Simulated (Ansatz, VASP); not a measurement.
# NiGe: VASP beside Ansatz

```xyz
8
Lattice="5.3941 0.0000 0.0000 0.0000 3.4840 0.0000 0.0000 0.0000 5.8446" Properties=species:S:1:pos:R:3 pbc="T T T"
Ni    2.7268    0.8710    4.0375
Ni    2.6673    2.6130    1.8071
Ni    0.0298    0.8710    4.7294
Ni    5.3643    2.6130    1.1152
Ge    3.7240    0.8710    0.5115
Ge    1.6701    2.6130    5.3331
Ge    1.0270    0.8710    2.4108
Ge    4.3671    2.6130    3.4338
```

Alike in both runs: functional PBE; k mesh 7 × 11 × 7; occupations methfessel-paxton of order 1, width 0.1 eV; no spin polarisation.

Ansatz relaxed the structure, and its values are those at the end. VASP's run is a single point on that final structure, the one shown.

|  | VASP | Ansatz |
| --- | --- | --- |
| version | VASP 6.6.1 | Ansatz 0.2.0 |
| potentials or method | VASP PAW PBE potentials, release 64 (Ni, Ge_d), cutoff 600 eV | plane-wave PAW DFT |
| valence electrons in the cell | 96 | 128 |

Ansatz gave:

- pressure (GPa): 0.0
- rms of the force components (eV/Å): 0.002

Q: Which values does VASP return?

A: Pressure (GPa): 0.2; rms of the force components (eV/Å): 0.005.

VASP's potentials hold 96 valence electrons a cell and Ansatz's 128, so a difference there can come from the potentials and not from the codes.
